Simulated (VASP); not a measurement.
A run of VASP 6.6.1 is set up as follows.

POSCAR

```
KCl
1.0
    5.4239606102      0.0000000000      0.0000000000
   -2.7119803051      4.6972876775      0.0000000000
    0.0000000000      0.0000000000      6.3327548528
K Cl
2 2
Direct
    0.3333333333      0.6666666667     -0.0625000000
    0.6666666667      0.3333333333      0.4375000000
    0.3333333333      0.6666666667      0.4375000000
    0.6666666667      0.3333333333      0.9375000000
```

The input INCAR.step1:

```
SYSTEM = KCl
ALGO = Normal ; EDIFF = 1E-4
ENCUT = 520 ; GGA = PE
ISMEAR = 0 ; LASPH = .True.
LCHARG = .False. ; LREAL = .False.
LWAVE = .True. ; NBANDS = 24
NELM = 60 ; PREC = Accurate
SIGMA = 0.01
```

Contents of INCAR.step2:

```
SYSTEM = KCl
ALGO = Normal ; EDIFF = 1E-6
ENCUT = 520 ; ISIF = 2
ISMEAR = 0 ; ISTART = 1
LASPH = .True. ; LCHARG = .True.
LELF = .True. ; LMIXTAU = .True.
LREAL = .False. ; LVHAR = .True.
LWAVE = .False. ; METAGGA = R2SCAN
NBANDS = 24 ; NELM = 60
PREC = Accurate ; SIGMA = 0.01
```

Contents of KPOINTS:

```
k-points
0
Gamma
  6 6 4
  0 0 0
```

Potentials or basis: VASP PAW PBE potentials, release 64 (K_sv, Cl).

The run is started by

```sh
$ cat potpaw_PBE.64/K_sv/POTCAR potpaw_PBE.64/Cl/POTCAR > POTCAR
$ cp INCAR.step1 INCAR
$ mpirun -np 1 vasp_std > vasp.out
$ cp INCAR.step2 INCAR
$ mpirun -np 1 vasp_std > vasp.out
```

(1) Predict the band gap on the k mesh.

(2) Estimate the pressure.

Results:

(1) 5.28 eV, direct.

(2) -0.6 GPa.

Caveat: the cell differs from its parent crystal (strain +1.5%); the PAW data sets were made with another functional, which shifts forces and pressure a little.
